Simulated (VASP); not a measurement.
# Ni2H (P-3m1) in VASP: notebook

Runs on Ni2H. Level: LDA. Tasks: single point, relaxation of shape and atoms at fixed volume, relaxation of cell and atoms.

Everything below comes from runs of VASP 6.6.1. Logs are shortened: lines on timing, memory, paths and dates and some standing lists are left out, and cuts for length are marked.

## 1. The cell of the first run

It takes space group P-3m1 (No. 164, trigonal). The conventional cell has a = 2.485 Å, b = 2.485 Å, c = 4.123 Å, α = 90.00°, β = 90.00°, γ = 120.00°. Ni (site symmetry 3m) has 3 H at 1.79 Å and 12 Ni at 2.44 to 2.58 Å within 2.6 Å. Within 2.5 Å of H (site symmetry -3m) lie 6 Ni at 1.79 Å and 6 H at 2.49 Å.

## 2. Single point, LDA, collinear spin, ferromagnetic start

INCAR reads:

```
SYSTEM = Ni2H
PREC = Accurate
ENCUT = 520
EDIFF = 1E-6
ISMEAR = 0
SIGMA = 0.1
LREAL = .False.
LASPH = .True.
NELM = 150
ALGO = Normal
ISIF = 2
LWAVE = .False.
LCHARG = .True.
ISPIN = 2
MAGMOM = 0.16 0.16 0
LORBIT = 11
LMAXMIX = 4
GGA = CA
LELF = .True.
LVHAR = .True.
NBANDS = 22
```

KPOINTS reads:

```
regular mesh
0
Gamma
  12 12 6
  0 0 0
```

POSCAR reads:

```
Ni2H
1.0
    2.4854795477      0.0000000000      0.0000000000
   -1.2427397738      2.1524884289      0.0000000000
    0.0000000000      0.0000000000      4.1228976835
Ni H
2 1
Direct
    0.6666666667      0.3333333333      0.7680537643
    0.3333333333      0.6666666667      0.2879520256
    0.0000000000      0.0000000000      0.0279942102
```

Potentials or basis: VASP PAW LDA potentials, release 64 (Ni, H).

Launch:

```
> cat potpaw_LDA.64/Ni/POTCAR potpaw_LDA.64/H/POTCAR > POTCAR
> mpirun -np 1 vasp_std > vasp.out
```

OUTCAR:

```text
SYSTEM = Ni2H
   PREC = Accurate
   ENCUT = 520
   EDIFF = 1E-6
   ISMEAR = 0
   LREAL = .False.
   LASPH = .True.
   NELM = 150
   ISIF = 2
   ISPIN = 2
   LORBIT = 11
   GGA = CA

 ion  position               nearest neighbor table
   1  0.667  0.333  0.768-   3 1.79   3 1.79   3 1.79   2 2.44   2 2.44   2 2.44   2 2.58   2 2.58
                             2 2.58
   2  0.333  0.667  0.288-   3 1.79   3 1.79   3 1.79   1 2.44   1 2.44   1 2.44   1 2.58   1 2.58
                             1 2.58
   3  0.000  0.000  0.028-   1 1.79   1 1.79   1 1.79   2 1.79   2 1.79   2 1.79

  LATTYP: Found a hexagonal cell.
 ALAT       =     2.4854795477
 C/A-ratio  =     1.6587936470

  Lattice vectors:

 A1 = (   2.4854795477,   0.0000000000,   0.0000000000)
 A2 = (  -1.2427397738,   2.1524884289,   0.0000000000)
 A3 = (   0.0000000000,   0.0000000000,   4.1228976835)

Analysis of symmetry for initial positions (statically):
=====================================================================
 Subroutine PRICEL returns:
 Original cell was already a primitive cell.

 Routine SETGRP: Setting up the symmetry group for a
 hexagonal supercell.

 Subroutine GETGRP returns: Found  6 space group operations
 (whereof  6 operations were pure point group operations)
 out of a pool of 24 trial point group operations.

The static configuration has the point symmetry C_3v.

Analysis of symmetry for dynamics (positions and initial velocities):
=====================================================================
 Subroutine PRICEL returns:
 Original cell was already a primitive cell.

 Routine SETGRP: Setting up the symmetry group for a
 hexagonal supercell.

 Subroutine GETGRP returns: Found  6 space group operations
 (whereof  6 operations were pure point group operations)
 out of a pool of 24 trial point group operations.

The dynamic configuration has the point symmetry C_3v.

Analysis of structural, dynamic, and magnetic symmetry:
=====================================================================
 Subroutine PRICEL returns:
 Original cell was already a primitive cell.

 Routine SETGRP: Setting up the symmetry group for a
 hexagonal supercell.

 Subroutine GETGRP returns: Found  6 space group operations
 (whereof  6 operations were pure point group operations)
 out of a pool of 24 trial point group operations.

[... 123 lines left out ...]
  volume/ion in A,a.u.               =       7.35        49.62
  Fermi-wavevector in a.u.,A,eV,Ry     =   1.610510  3.043422 35.290005  2.593742
  Thomas-Fermi vector in A             =   2.706049
   LORBIT       =     11    0 simple, 1 ext, 2 COOP (PROOUT), +10 PAW based schemes
   GGA     = CA    functional components
   LHFCALC =     F    Hartree Fock is set to
   AEXX    =    0.0000 exact exchange contribution
   IVDW    =     0    specifies the selected vdW correction
   LEPSILON=     F    determine dielectric tensor
   LRPA    =     F    only Hartree local field effects (RPA)
 spin polarized calculation
 Gauss-broadening in eV      SIGMA  =   0.10
  energy-cutoff  :      520.00
  volume of cell :       22.06
 maximum number of plane-waves:       608
   NGX =  9   NGY =  9   NGZ = 15

 number of electron      21.0000015 magnetization       0.0027121

 Free energy of the ion-electron system (eV)
  ---------------------------------------------------
  ext. energy  EPLUGINS =         0.00000000
  ---------------------------------------------------
  free energy    TOTEN  =       -16.91892699 eV

  energy without entropy =      -16.90164601  energy(sigma->0) =      -16.91028650

 E-fermi :   9.7574     XC(G=0): -13.9485

 val. band max:        9.7560032779   @ k =   0.5000  -0.0000   0.0000
 cond. band min:       9.7659739778   @ k =   0.1667   0.1667   0.5000
 fundamental gap:      0.0099706999
 Fermi energy:         9.7574200898

 spin component 1

 k-point     1 :       0.0000    0.0000    0.0000
  band No.  band energies     occupation
      1      -1.9313      1.00000
      2       4.8349      1.00000
      3       6.7168      1.00000
      4       7.7327      1.00000
      5       7.7327      1.00000
      6       7.7661      1.00000
[... 589 lines left out ...]
     21      35.4003      0.00000
     22      38.3166      0.00000

 [... further k-points ...]

 spin component 2

 k-point     1 :       0.0000    0.0000    0.0000
  band No.  band energies     occupation
      1      -1.9313      1.00000
      2       4.8356      1.00000
      3       6.7170      1.00000
      4       7.7340      1.00000
      5       7.7340      1.00000
      6       7.7674      1.00000
[... 589 lines left out ...]
     21      35.4004      0.00000
     22      38.3168      0.00000

 [... further k-points ...]

------------------------ aborting loop because EDIFF is reached ----------------------------------------

  FORCE on cell =-STRESS in cart. coord.  units (eV):
  Direction    XX          YY          ZZ          XY          YZ          ZX
  --------------------------------------------------------------------------------------
  -------------------------------------------------------------------------------------
  Total       -0.0022318     -0.0022318     -0.0069649     -0.0000000     -0.0000000     -0.0000000
  in kB       -0.1621081     -0.1621081     -0.5059102     -0.0000000     -0.0000000     -0.0000000
  external PRESSURE =      -0.2767088 kB  Pullay stress =       0.0000000 kB

 VOLUME and BASIS-vectors are now :
 -----------------------------------------------------------------------------
  energy-cutoff  :      520.00
  volume of cell :       22.06
      direct lattice vectors                 reciprocal lattice vectors
     2.485479548  0.000000000  0.000000000     0.402336845  0.232289286  0.000000000
    -1.242739774  2.152488429  0.000000000     0.000000000  0.464578572  0.000000000
     0.000000000  0.000000000  4.122897683     0.000000000  0.000000000  0.242547858

 POSITION                                       TOTAL-FORCE (eV/Angst)
 -----------------------------------------------------------------------------------
      1.24274      0.71750      3.16661         0.000000     -0.000000     -0.005730
     -0.00000      1.43499      1.18720        -0.000000      0.000000      0.005357
      0.00000      0.00000      0.11542         0.000000      0.000000      0.000373
 -----------------------------------------------------------------------------------
    total drift:                               -0.000000     -0.000000     -0.000901

  FREE ENERGIE OF THE ION-ELECTRON SYSTEM (eV)
  ---------------------------------------------------
  free  energy   TOTEN  =       -16.9189269903 eV

  energy  without entropy=      -16.9016460073  energy(sigma->0) =      -16.91028650

 total charge

# of ion       s       p       d       tot
------------------------------------------
    1        0.480   0.573   8.460   9.512
    2        0.480   0.573   8.460   9.512
    3        0.505   0.044   0.000   0.549
--------------------------------------------------
tot          1.465   1.189  16.920  19.574

 magnetization (x)

# of ion       s       p       d       tot
------------------------------------------
    1       -0.000  -0.000   0.001   0.001
    2       -0.000  -0.000   0.001   0.001
    3       -0.000  -0.000   0.000  -0.000
--------------------------------------------------
tot         -0.000  -0.000   0.003   0.002
```

stdout:

```text
POSCAR found type information on POSCAR NiH
 POSCAR found :  2 types and       3 ions
 scaLAPACK will be used
 LDA part: xc-table for (Slater(with rela. corr.)+CA(PZ))
 , standard interpolation
 POSCAR, INCAR and KPOINTS ok, starting setup
 FFT: planning ... GRIDC
 FFT: planning ... GRID_SOFT
 FFT: planning ... GRID
 WAVECAR not read
 entering main loop
```

Run time: 1.8 min. Hardware: 1 thread of Intel Xeon Platinum 8488C (Sapphire Rapids), shared host; peak memory 0.18 GiB.

What came out:

* Free energy: -16.9189 eV
* Pressure: 0.0 GPa
* Largest force: 0.006 eV/Å
* Net moment: 0.00 μB per cell
* Valence electrons inside the program's atomic spheres: Ni 9.51; H 0.55

Forces in eV/Å, atoms in the order of the input:
```
Ni   0.000  0.000 -0.006
Ni   0.000  0.000  0.005
H    0.000  0.000  0.000
```

Levels at points of the mesh, in eV from the Fermi level:
Spin up:
```csv
k point,band 9,band 10,band 11,band 12,band 13,band 14
"(0.00, 0.00, 0.00)",-1.23,-1.23,-0.32,-0.32,4.96,15.76
"(0.50, 0.00, 0.00)",-0.13,0.00,0.74,2.81,7.78,8.11
"(0.00, 0.00, 0.50)",-0.61,-0.61,-0.56,-0.56,11.30,12.05
"(0.50, 0.00, 0.50)",-0.06,-0.05,0.45,0.69,5.90,5.90
```
Spin down:
```csv
k point,band 7,band 8,band 9,band 10,band 11,band 12,band 13,band 14,band 15,band 16
"(0.00, 0.00, 0.00)",-1.73,-1.73,-1.23,-1.23,-0.32,-0.32,4.96,15.76,23.54,23.63
"(0.50, 0.00, 0.00)",-1.71,-0.13,-0.12,0.00,0.74,2.81,7.78,8.11,9.37,12.91
"(0.00, 0.00, 0.50)",-2.00,-2.00,-0.61,-0.61,-0.56,-0.56,11.30,12.05,17.74,22.60
"(0.50, 0.00, 0.50)",-1.17,-0.77,-0.06,-0.05,0.45,0.69,5.90,5.90,14.01,16.32
```

## 3. Relaxation of shape and atoms at fixed volume, LDA (7.23 Å³/atom)

This run uses another cell than the first one, of 7.23 Å³/atom.

INCAR reads:

```
SYSTEM = Ni2H
PREC = Accurate
ENCUT = 600
EDIFF = 1E-6
ISMEAR = -1
SIGMA = 0.15
LREAL = .FALSE.
LASPH = .TRUE.
NELM = 80
ALGO = Normal
ISIF = 4
LWAVE = .FALSE.
LCHARG = .FALSE.
IBRION = 2
NSW = 80
EDIFFG = -0.001
```

KPOINTS reads:

```
regular mesh
0
G
  18 18 10
  0 0 0
```

POSCAR reads:

```
Ni2H
1.0
    2.4741823510      0.0000000000      0.0000000000
   -1.2370911755      2.1427047696      0.0000000000
    0.0000000000      0.0000000000      4.0900584176
Ni H
2 1
Direct
    0.6666666667      0.3333333333      0.7684489042
    0.3333333333      0.6666666667      0.2875510959
    0.0000000000      0.0000000000      0.0280000000
```

Potentials or basis: VASP PAW LDA potentials, release 64 (Ni, H).

Launch:

```
> cat potpaw_LDA.64/Ni/POTCAR potpaw_LDA.64/H/POTCAR > POTCAR
> mpirun -np 1 vasp_std > vasp.out
```

It took 1.7 min on 1 thread of Intel Xeon Platinum 8488C (Sapphire Rapids), shared host; peak memory 0.23 GiB.

Results (log left out):

* Free energy: -17.0290 eV
* Energy gained by relaxing: 0.0 meV/atom
* Ionic steps: 4
* Pressure after relaxing: 5.2 GPa
* Band gap on the k mesh: zero (an odd number of electrons rules out a gap without spin polarisation)

Final structure:
```xyz
3
Lattice="2.4744 0.0000 0.0000 -1.2372 2.1429 0.0000 0.0000 0.0000 4.0893" Properties=species:S:1:pos:R:3 pbc="T T T"
Ni    1.2372    0.7143    3.1411
Ni    0.0000    1.4286    1.1772
H     0.0000    0.0000    0.1145
```

Levels at points of the mesh, in eV from the Fermi level:
| k point | band 8 | band 9 | band 10 | band 11 | band 12 | band 13 | band 14 |
| --- | --- | --- | --- | --- | --- | --- | --- |
| (0.00, 0.00, 0.00) | -1.89 | -1.40 | -1.40 | -0.46 | -0.46 | 4.99 | 15.76 |
| (0.50, 0.00, 0.00) | -0.26 | -0.25 | -0.13 | 0.63 | 2.73 | 7.78 | 8.11 |
| (0.00, 0.00, 0.50) | -2.18 | -0.76 | -0.76 | -0.70 | -0.70 | 11.38 | 12.18 |
| (0.50, 0.00, 0.50) | -0.93 | -0.19 | -0.18 | 0.33 | 0.56 | 5.88 | 5.88 |

Spin polarisation is off, so any magnetic state and its effect on volume and gap are missing.

## 4. Relaxation of cell and atoms, LDA

INCAR reads:

```
PREC     = Accurate       # precision mode
ENCUT    = 600            # plane-wave cutoff, eV
EDIFF    = 1E-7           # SCF threshold, eV
ISMEAR   = -1             # smearing method
SIGMA    = 0.15           # smearing width, eV
LREAL    = F              # projectors in reciprocal space
LASPH    = T              # aspherical terms in the spheres
NELM     = 80             # most SCF steps
ALGO     = Normal         # electronic algorithm
ISIF     = 3              # what is computed and relaxed
LWAVE    = F              # write WAVECAR
LCHARG   = F              # write CHGCAR
IBRION   = 2              # ionic algorithm
NSW      = 80             # ionic steps
EDIFFG   = -0.001         # ionic threshold
```

KPOINTS reads:

```
Automatic mesh
0
Gamma
  18 18 10
```

POSCAR reads:

```
Ni2H
1.0
    2.4861727326      0.0000000000      0.0000000000
   -1.2430863663      2.1530887447      0.0000000000
    0.0000000000      0.0000000000      4.1183751165
Ni H
2 1
Direct
    0.6666666667      0.3333333333      0.7684431608
    0.3333333333      0.6666666667      0.2875568393
    0.0000000000      0.0000000000      0.0280000000
```

Potentials or basis: VASP PAW LDA potentials, release 64 (Ni, H).

Launch:

```
> cat potpaw_LDA.64/Ni/POTCAR potpaw_LDA.64/H/POTCAR > POTCAR
> mpirun -np 1 vasp_std > vasp.out
```

OUTCAR:

```text
PREC = Accurate
   ENCUT = 600
   EDIFF = 1E-7
   ISMEAR = -1
   LREAL = F
   LASPH = T
   NELM = 80
   ISIF = 3
   IBRION = 2
   NSW = 80
   EDIFFG = -0.001

 ion  position               nearest neighbor table
   1  0.667  0.333  0.768-   3 1.79   3 1.79   3 1.79   2 2.45   2 2.45   2 2.45   2 2.58   2 2.58
                             2 2.58
   2  0.333  0.667  0.288-   3 1.79   3 1.79   3 1.79   1 2.45   1 2.45   1 2.45   1 2.58   1 2.58
                             1 2.58
   3  0.000  0.000  0.028-   1 1.79   1 1.79   1 1.79   2 1.79   2 1.79   2 1.79

  LATTYP: Found a hexagonal cell.
 ALAT       =     2.4861727326
 C/A-ratio  =     1.6565120607

  Lattice vectors:

 A1 = (   2.4861727326,   0.0000000000,   0.0000000000)
 A2 = (  -1.2430863663,   2.1530887447,   0.0000000000)
 A3 = (   0.0000000000,   0.0000000000,   4.1183751165)

Analysis of symmetry for initial positions (statically):
[... 428 lines left out ...]
     11       9.3585      1.90883
     12       9.3585      1.90883
     13      14.6908      0.00000
     14      25.3862      0.00000
[... 377 lines left out ...]
      1       2.2877      2.00000
      2       5.3397      2.00000
      3       5.8353      2.00000
      4       6.6833      2.00000
      5       7.4061      2.00000
      6       7.5480      2.00000
      7       7.9719      1.99999
      8       9.3400      1.91896
      9       9.4982      1.78377
     10       9.5310      1.73786
     11      10.3697      0.04827
     12      13.2567      0.00000
     13      16.9269      0.00000
     14      17.8085      0.00000

 [... further k-points ...]

------------------------ aborting loop because EDIFF is reached ----------------------------------------

  FORCE on cell =-STRESS in cart. coord.  units (eV):
  Direction    XX          YY          ZZ          XY          YZ          ZX
  --------------------------------------------------------------------------------------
  -------------------------------------------------------------------------------------
  Total       -0.0002960     -0.0002960      0.0000773     -0.0000000      0.0000000      0.0000000
  in kB       -0.0214263     -0.0214263      0.0055988     -0.0000000      0.0000000      0.0000000
  external PRESSURE =      -0.0124180 kB  Pullay stress =       0.0000000 kB
[... 18 lines left out ...]
  FREE ENERGIE OF THE ION-ELECTRON SYSTEM (eV)
  ---------------------------------------------------
  free  energy   TOTEN  =       -17.0364362546 eV

  energy  without entropy=      -16.8074466673  energy(sigma->0) =      -16.92194146

 reached required accuracy - stopping structural energy minimisation
```

CONTCAR:

```text
Ni2H
   1.00000000000000
     2.4916643541234462    0.0000000000000000    0.0000000000000000
    -1.2458321770617231    2.1578446284477519    0.0000000000000000
     0.0000000000000000    0.0000000000000000    4.1163562920827825
  Ni              H
     2     1
Direct
     0.6666666667000030    0.3333333332999970    0.7682983338495535
     0.3333333332999970    0.6666666667000030    0.2877016662504456
     0.0000000000000000    0.0000000000000000    0.0279999999999987

  0.00000000E+00  0.00000000E+00  0.00000000E+00
  0.00000000E+00  0.00000000E+00  0.00000000E+00
  0.00000000E+00  0.00000000E+00  0.00000000E+00
```

Wall time 5.8 min (1 thread of Intel Xeon Platinum 8488C (Sapphire Rapids), shared host); peak memory 0.24 GiB.

What came out:

* Free energy: -17.0364 eV
* Relaxed volume: 7.38 Å³/atom
* Relaxed cell: a = 2.492 Å, b = 2.492 Å, c = 4.116 Å, α = 90.00°, β = 90.00°, γ = 120.00°
* Space group after relaxing (to 0.1 Å): P-3m1 (No. 164)
* Energy gained by relaxing: 0.1 meV/atom
* Ionic steps: 7
* Pressure after relaxing: 0.0 GPa
* Band gap on the k mesh: zero (an odd number of electrons rules out a gap without spin polarisation)

The path:
```
step  energy change (eV)  largest force (eV/Å)  pressure (GPa)  volume (Å³)
   1              0.0000                0.0210            0.97        22.05
   2             -0.0002                0.0079           -0.57        22.19
   3             -0.0003                0.0022           -0.08        22.14
   4             -0.0003                0.0026           -0.05        22.14
   5             -0.0003                0.0022           -0.01        22.13
   6             -0.0003                0.0062            0.03        22.13
   7             -0.0004                0.0007            0.00        22.13
```

Final structure:
```
Ni H
1.0
     2.49166    0.00000    0.00000
    -1.24583    2.15784    0.00000
     0.00000    0.00000    4.11636
Ni H
2 1
Direct
  0.66667 0.33333 0.76830
  0.33333 0.66667 0.28770
  0.00000 0.00000 0.02800
```

Spin polarisation is off, so any magnetic state and its effect on volume and gap are missing.

## 5. Overview

| task | spin | cell | k mesh | cutoff (eV) | smearing | gap on the mesh (eV) | pressure (GPa) |
| --- | --- | --- | --- | --- | --- | --- | --- |
| single point | collinear, ferromagnetic start | a = 2.485, b = 2.485, c = 4.123 Å, angles 90.0, 90.0, 120.0°, 3 atoms, atomic positions A | 12 × 12 × 6 | 520 | gaussian 0.1 eV | none | 0.0 |
| relaxation of shape and atoms at fixed volume | off | relaxed from a = 2.474, b = 2.474, c = 4.090 Å, angles 90.0, 90.0, 120.0°, 3 atoms, atomic positions B | 18 × 18 × 10 | 600 | fermi-dirac 0.15 eV | none | 5.2 |
| relaxation of cell and atoms | off | relaxed from a = 2.486, b = 2.486, c = 4.118 Å, angles 90.0, 90.0, 120.0°, 3 atoms, atomic positions B | 18 × 18 × 10 | 600 | fermi-dirac 0.15 eV | none | 0.0 |

Alike in all rows: level LDA; potentials or basis VASP PAW LDA potentials, release 64 (Ni, H).

Total energies depend on the potentials used, so only differences within one code and one set of settings carry meaning.
